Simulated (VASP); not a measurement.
# Ge (I4_1/amd) in VASP: density of states with PBE

Aim: the density of states of Ge with PBE.

Everything below comes from runs of VASP 6.6.1. Logs are shortened: lines on timing, memory, paths and dates and some standing lists are left out, and cuts for length are marked.

## (1) The cell of the first run

It takes space group I4_1/amd (No. 141, tetragonal). The conventional cell has a = 5.207 Å, b = 5.207 Å, c = 2.846 Å, α = 90.00°, β = 90.00°, γ = 90.00°. Within 3.6 Å of Ge (site symmetry -4m2) lie 10 Ge at 2.70 to 3.37 Å.

## (2) Density of states, PBE

Input file POSCAR:

```
Ge
1.0
   -2.6033005382      2.6033005382      1.4232407679
    2.6033005382     -2.6033005382      1.4232407679
    2.6033005382      2.6033005382     -1.4232407679
Ge
2
Direct
    0.2500000000      0.7500000000      0.5000000000
    0.5000000000      0.5000000000      0.0000000000
```

Input file INCAR.step1:

```
ALGO = Normal ; EDIFF = 1E-6
ENCUT = 520 ; GGA = PE
ISIF = 2 ; ISMEAR = 0
LASPH = True ; LCHARG = True
LREAL = False ; LWAVE = False
NBANDS = 21 ; NELM = 100
PREC = Accurate ; SIGMA = 0.1
```

Input file KPOINTS.step1:

```
k-points
0
Gamma
  16 16 16
```

Input file INCAR.step2:

```
ALGO = Normal ; EDIFF = 1E-6
ENCUT = 520 ; GGA = PE
ICHARG = 11 ; ISIF = 2
ISMEAR = -5 ; LASPH = True
LCHARG = False ; LORBIT = 10
LREAL = False ; LWAVE = False
NEDOS = 2001 ; NELM = 100
PREC = Accurate ; SIGMA = 0.1
```

Input file KPOINTS.step2:

```
k-points
0
Gamma
  24 24 24
```

Potentials or basis: VASP PAW PBE potentials, release 64 (Ge_d).

Started as:

```sh
$ cat potpaw_PBE.64/Ge_d/POTCAR > POTCAR
$ cp INCAR.step1 INCAR
$ cp KPOINTS.step1 KPOINTS
$ mpirun -np 1 vasp_std > vasp.out
$ cp INCAR.step2 INCAR
$ cp KPOINTS.step2 KPOINTS
$ mpirun -np 1 vasp_std > vasp.out
```

OUTCAR:

```text
EDIFF = 1E-6
   ENCUT = 520
   GGA = PE
   ICHARG = 11
   ISIF = 2
   ISMEAR = -5
   LASPH = True
   LORBIT = 10
   LREAL = False
   NELM = 100
   PREC = Accurate

 ion  position               nearest neighbor table
   1  0.250  0.750  0.500-   2 2.70   2 2.70   2 2.70   2 2.70
   2  0.500  0.500  0.000-   1 2.70   1 2.70   1 2.70   1 2.70

  LATTYP: Found a body centered tetragonal cell.
 ALAT       =     5.2066010764
 C/A-ratio  =     0.5467062857

  Lattice vectors:

 A1 = (  -2.6033005382,   2.6033005382,   1.4232407679)
 A2 = (   2.6033005382,  -2.6033005382,   1.4232407679)
 A3 = (   2.6033005382,   2.6033005382,  -1.4232407679)

Analysis of symmetry for initial positions (statically):
=====================================================================
 Subroutine PRICEL returns:
 Original cell was already a primitive cell.

 Routine SETGRP: Setting up the symmetry group for a
 body centered tetragonal supercell.

 Subroutine GETGRP returns: Found 16 space group operations
 (whereof  8 operations were pure point group operations)
 out of a pool of 16 trial point group operations.

The static configuration has the point symmetry D_2d.
 The point group associated with its full space group is D_4h.

Analysis of symmetry for dynamics (positions and initial velocities):
=====================================================================
 Subroutine PRICEL returns:
 Original cell was already a primitive cell.

 Routine SETGRP: Setting up the symmetry group for a
 body centered tetragonal supercell.

 Subroutine GETGRP returns: Found 16 space group operations
 (whereof  8 operations were pure point group operations)
 out of a pool of 16 trial point group operations.

The dynamic configuration has the point symmetry D_2d.
 The point group associated with its full space group is D_4h.

 Subroutine INISYM returns: Found 16 space group operations
 (whereof  8 operations are pure point group operations),
 and found     1 'primitive' translations

----------------------------------------------------------------------------------------

                                     Primitive cell

  volume of cell :      38.5822

  direct lattice vectors                    reciprocal lattice vectors
    -2.603300538  2.603300538  1.423240768     0.000000000  0.192063879  0.351310903
     2.603300538 -2.603300538  1.423240768     0.192063879  0.000000000  0.351310903
     2.603300538  2.603300538 -1.423240768     0.192063879  0.192063879  0.000000000

  length of vectors
     3.947146016  3.947146016  3.947146016     0.400384671  0.400384671  0.271619343

  position of ions in fractional coordinates (direct lattice)
     0.250000000  0.750000000  0.500000000
     0.500000000  0.500000000  0.000000000

  ion indices of the primitive-cell ions
   primitive index   ion index
                 1           1
                 2           2

----------------------------------------------------------------------------------------

 KPOINTS: k-points

Automatic generation of k-mesh.
 Grid dimensions read from file:
 generate k-points for:   24   24   24

 Generating k-lattice:

  Cartesian coordinates                     Fractional coordinates (reciprocal lattice)
     0.000000000  0.008002662  0.014637954     0.041666667  0.000000000 -0.000000000
     0.008002662  0.000000000  0.014637954     0.000000000  0.041666667 -0.000000000
     0.008002662  0.008002662  0.000000000     0.000000000  0.000000000  0.041666667

  Length of vectors
     0.016682695  0.016682695  0.011317473

  Shift w.r.t. Gamma in fractional coordinates (k-lattice)
     0.000000000  0.000000000  0.000000000

 TETIRR: Found  33868 inequivalent tetrahedra from    82944

 Subroutine IBZKPT returns following result:
 ===========================================

 Found   1063 irreducible k-points:

 Following reciprocal coordinates:
            Coordinates               Weight
  0.000000  0.000000  0.000000      1.000000
  0.041667 -0.000000  0.000000      8.000000
  0.083333  0.000000  0.000000      8.000000
  0.125000  0.000000  0.000000      8.000000
  0.166667 -0.000000  0.000000      8.000000
  0.208333 -0.000000  0.000000      8.000000
[... 16 lines left out ...]
  0.416667  0.041667  0.000000     16.000000
  0.458333  0.041667 -0.000000     16.000000
 [... further k-points ...]
   k-points           NKPTS =   1063   k-points in BZ     NKDIM =   1063   number of bands    NBANDS=     18
   number of dos      NEDOS =   2001   number of ions     NIONS =      2
   total plane-waves  NPLWV =  27000
   dimension x,y,z NGX =    30 NGY =   30 NGZ =   30
   dimension x,y,z NGXF=    60 NGYF=   60 NGZF=   60
   ions per type =               2
   NGX,Y,Z   is equivalent  to a cutoff of  12.64, 12.64, 12.64 a.u.
   NGXF,Y,Z  is equivalent  to a cutoff of  25.27, 25.27, 25.27 a.u.
 SYSTEM =  unknown system
   PREC   = accura    normal or accurate (medium, high low for compatibility)
   ISTART =      0    job   : 0-new  1-cont  2-samecut
   ICHARG =     11    charge: 1-file 2-atom 10-const
   ISPIN  =      1    spin polarized calculation?
   LNONCOLLINEAR =      F non collinear calculations
   LSORBIT =      F    spin-orbit coupling
   LASPH  =      T    aspherical Exc in radial PAW
   ENCUT  =  520.0 eV  38.22 Ry    6.18 a.u.   7.34  7.34  7.34*2*pi/ulx,y,z
   NELM   =    100;   NELMIN=  2; NELMDL=  0     # of ELM steps
   EDIFF  = 0.1E-05   stopping-criterion for ELM
   LREAL  =      F    real-space projection
   EDIFFG = 0.1E-04   stopping-criterion for IOM
   NSW    =      0    number of steps for IOM
   IBRION =     -1    ionic relax: 0-MD 1-quasi-New 2-CG
   NFREE  =      0    steps in history (QN), initial steepest desc. (CG)
   ISIF   =      2    stress and relaxation
   ISYM   =      2    0-nonsym 1-usesym 2-fastsym
   POTIM  = 0.5000    time-step for ionic-motion
   TEBEG  =    0.0;   TEEND  =   0.0 temperature during run
   PSTRESS=    0.0 pullay stress
   NELECT =      28.0000    total number of electrons
   NUPDOWN=      -1.0000    fix difference up-down
   EMIN   =  10.00;   EMAX   =-10.00  energy-range for DOS
   EFERMI =   0.00;   METHOD = LEGACY
   ISMEAR =    -5;   SIGMA  =   0.10  broadening in eV -4-tet -1-fermi 0-gaus
   EFERMI_NEDOS =   21; number of points for ismear=-14 and -15
   IALGO  =     38    algorithm
   IMIX   =      4    mixing-type and parameters
     AMIX     =   0.40;   BMIX     =  1.00
     AMIX_MAG =   1.60;   BMIX_MAG =  1.00
  volume/ion in A,a.u.               =      19.29       130.18
  Fermi-wavevector in a.u.,A,eV,Ry     =   1.471178  2.780123 29.447964  2.164364
  Thomas-Fermi vector in A             =   2.586345
   LORBIT       =     10    0 simple, 1 ext, 2 COOP (PROOUT), +10 PAW based schemes
   GGA     = PE    functional components
   LHFCALC =     F    Hartree Fock is set to
   AEXX    =    0.0000 exact exchange contribution
   IVDW    =     0    specifies the selected vdW correction
   LEPSILON=     F    determine dielectric tensor
   LRPA    =     F    only Hartree local field effects (RPA)
 non-spin polarized calculation
 Fermi weights with tetrahedron method with Bloechl corrections
  energy-cutoff  :      520.00
  volume of cell :       38.58
 maximum number of plane-waves:      1063
 NGX is ok and might be reduce to    30

 number of electron      28.0000012 magnetization

 Free energy of the ion-electron system (eV)
  ---------------------------------------------------
  ext. energy  EPLUGINS =         0.00000000
  ---------------------------------------------------
  free energy    TOTEN  =        -8.57497406 eV

  energy without entropy =       -8.57497406  energy(sigma->0) =       -8.57497406

 E-fermi :   6.3478     XC(G=0): -11.1161

 val. band max:        6.4169483760   @ k =   0.5000   0.3333   0.0833
 cond. band min:       6.2727044783   @ k =  -0.2500   0.5000   0.1250
 fundamental gap:     -0.1442438977
 Fermi energy:         6.3477658227

 k-point     1 :       0.0000    0.0000    0.0000
  band No.  band energies     occupation
      1     -18.3631      2.00000
      2     -18.3225      2.00000
      3     -18.2927      2.00000
      4     -18.2925      2.00000
      5     -18.2035      2.00000
      6     -18.2035      2.00000
[... 10 lines left out ...]
     17      13.7527      0.00000
     18      14.0728      0.00000

 k-point     2 :       0.0417   -0.0000    0.0000
  band No.  band energies     occupation
      1     -18.3625      2.00000
      2     -18.3204      2.00000
      3     -18.2919      2.00000
      4     -18.2900      2.00000
      5     -18.2052      2.00000
      6     -18.2051      2.00000
[... 10 lines left out ...]
     17      13.7631      0.00000
     18      13.8878      0.00000

 k-point     3 :       0.0833    0.0000    0.0000
  band No.  band energies     occupation
      1     -18.3607      2.00000
      2     -18.3146      2.00000
      3     -18.2896      2.00000
      4     -18.2830      2.00000
      5     -18.2096      2.00000
      6     -18.2086      2.00000
[... 10 lines left out ...]
     17      12.9539      0.00000
     18      13.4845      0.00000

 k-point     4 :       0.1250    0.0000    0.0000
  band No.  band energies     occupation
      1     -18.3577      2.00000
      2     -18.3056      2.00000
      3     -18.2859      2.00000
      4     -18.2728      2.00000
      5     -18.2155      2.00000
      6     -18.2119      2.00000
[... 10 lines left out ...]
     17      11.8748      0.00000
     18      12.9685      0.00000

 k-point     5 :       0.1667   -0.0000    0.0000
  band No.  band energies     occupation
      1     -18.3535      2.00000
      2     -18.2945      2.00000
      3     -18.2811      2.00000
      4     -18.2615      2.00000
      5     -18.2224      2.00000
      6     -18.2132      2.00000
[... 10 lines left out ...]
     17      10.9236      0.00000
     18      12.4420      0.00000

 k-point     6 :       0.2083   -0.0000    0.0000
  band No.  band energies     occupation
      1     -18.3484      2.00000
      2     -18.2833      2.00000
      3     -18.2758      2.00000
      4     -18.2527      2.00000
      5     -18.2296      2.00000
      6     -18.2110      2.00000
[... 10 lines left out ...]
     17      11.4287      0.00000
     18      11.9474      0.00000

 k-point     7 :       0.2500    0.0000    0.0000
  band No.  band energies     occupation
      1     -18.3430      2.00000
      2     -18.2741      2.00000
      3     -18.2706      2.00000
      4     -18.2495      2.00000
      5     -18.2361      2.00000
      6     -18.2114      2.00000
[... 10 lines left out ...]
     17      11.5112      0.00000
     18      11.5281      0.00000

 k-point     8 :       0.2917   -0.0000    0.0000
  band No.  band energies     occupation
      1     -18.3378      2.00000
      2     -18.2680      2.00000
      3     -18.2673      2.00000
      4     -18.2523      2.00000
      5     -18.2402      2.00000
      6     -18.2163      2.00000
[... 10 lines left out ...]
     17      11.0139      0.00000
     18      11.1590      0.00000
[... 229 lines left out ...]
     17      10.9826      0.00000
     18      11.4915      0.00000

 k-point    20 :       0.2917    0.0417    0.0000
  band No.  band energies     occupation
      1     -18.3361      2.00000
      2     -18.2691      2.00000
      3     -18.2634      2.00000
      4     -18.2526      2.00000
      5     -18.2418      2.00000
      6     -18.2215      2.00000
[... 10 lines left out ...]
     17      10.3582      0.00000
     18      11.2482      0.00000

 k-point    21 :       0.3333    0.0417   -0.0000
  band No.  band energies     occupation
      1     -18.3321      2.00000
      2     -18.2718      2.00000
      3     -18.2639      2.00000
      4     -18.2577      2.00000
      5     -18.2388      2.00000
      6     -18.2255      2.00000
[... 10 lines left out ...]
     17       9.7796      0.00000
     18      11.2124      0.00000

 k-point    22 :       0.3750    0.0417    0.0000
  band No.  band energies     occupation
      1     -18.3285      2.00000
      2     -18.2754      2.00000
      3     -18.2709      2.00000
      4     -18.2562      2.00000
      5     -18.2342      2.00000
      6     -18.2287      2.00000
[... 10 lines left out ...]
     17       9.5137      0.00000
     18      11.4299      0.00000

 k-point    23 :       0.4167    0.0417    0.0000
  band No.  band energies     occupation
      1     -18.3253      2.00000
      2     -18.2801      2.00000
      3     -18.2757      2.00000
      4     -18.2542      2.00000
      5     -18.2311      2.00000
      6     -18.2298      2.00000
[... 10 lines left out ...]
     17       9.6061      0.00000
     18      11.7076      0.00000

 k-point    24 :       0.4583    0.0417   -0.0000
  band No.  band energies     occupation
      1     -18.3229      2.00000
      2     -18.2842      2.00000
      3     -18.2770      2.00000
      4     -18.2531      2.00000
      5     -18.2317      2.00000
      6     -18.2275      2.00000
[... 10 lines left out ...]
     17       9.6334      0.00000
     18      11.8269      0.00000

 [... further k-points ...]

------------------------ aborting loop because EDIFF is reached ----------------------------------------

  FORCE on cell =-STRESS in cart. coord.  units (eV):
  Direction    XX          YY          ZZ          XY          YZ          ZX
  --------------------------------------------------------------------------------------
  -------------------------------------------------------------------------------------
  Total       -0.0940434     -0.0940434      0.0765190      0.0000000     -0.0000000      0.0000000
  in kB       -3.9052794     -3.9052794      3.1775551      0.0000000     -0.0000000      0.0000000
  external PRESSURE =      -1.5443346 kB  Pullay stress =       0.0000000 kB

 VOLUME and BASIS-vectors are now :
 -----------------------------------------------------------------------------
  energy-cutoff  :      520.00
  volume of cell :       38.58
      direct lattice vectors                 reciprocal lattice vectors
    -2.603300538  2.603300538  1.423240768     0.000000000  0.192063879  0.351310903
     2.603300538 -2.603300538  1.423240768     0.192063879  0.000000000  0.351310903
     2.603300538  2.603300538 -1.423240768     0.192063879  0.192063879  0.000000000

 POSITION                                       TOTAL-FORCE (eV/Angst)
 -----------------------------------------------------------------------------------
      2.60330      0.00000      0.71162         0.000000     -0.000000     -0.000000
      0.00000      0.00000      1.42324        -0.000000      0.000000      0.000000
 -----------------------------------------------------------------------------------
    total drift:                                0.000000     -0.000000      0.000000

  FREE ENERGIE OF THE ION-ELECTRON SYSTEM (eV)
  ---------------------------------------------------
  free  energy   TOTEN  =        -8.5749740586 eV

  energy  without entropy=       -8.5749740586  energy(sigma->0) =       -8.57497406

 total charge

# of ion       s       p       d       tot
------------------------------------------
    1        1.211   1.005  10.020  12.236
    2        1.211   1.005  10.020  12.236
--------------------------------------------------
tot          2.422   2.010  20.040  24.472
```

Run time: 5.5 min. Hardware: 1 thread of Intel Xeon Platinum 8559C (Emerald Rapids), shared host; peak memory 0.75 GiB.

Results:

```
Valence electrons inside the program's atomic spheres : Ge 12.24
```

Levels at points of the mesh, in eV from the Fermi level:
| k point | band 11 | band 12 | band 13 | band 14 | band 15 | band 16 | band 17 | band 18 |
| --- | --- | --- | --- | --- | --- | --- | --- | --- |
| (0.00, 0.00, 0.00) | -12.95 | -4.11 | -2.18 | -2.18 | 3.42 | 7.40 | 7.40 | 7.73 |
| (0.50, 0.00, 0.00) | -7.99 | -6.25 | -2.65 | -1.88 | -1.30 | 2.55 | 3.45 | 5.33 |
| (0.50, 0.50, 0.00) | -10.29 | -10.29 | 0.67 | 0.67 | 1.90 | 1.90 | 7.17 | 7.17 |
| (0.50, 0.50, 0.50) | -8.71 | -8.71 | -5.63 | -5.63 | 5.85 | 5.85 | 10.66 | 10.66 |

Caveat: tetrahedron occupations give inexact forces and stress in metals.
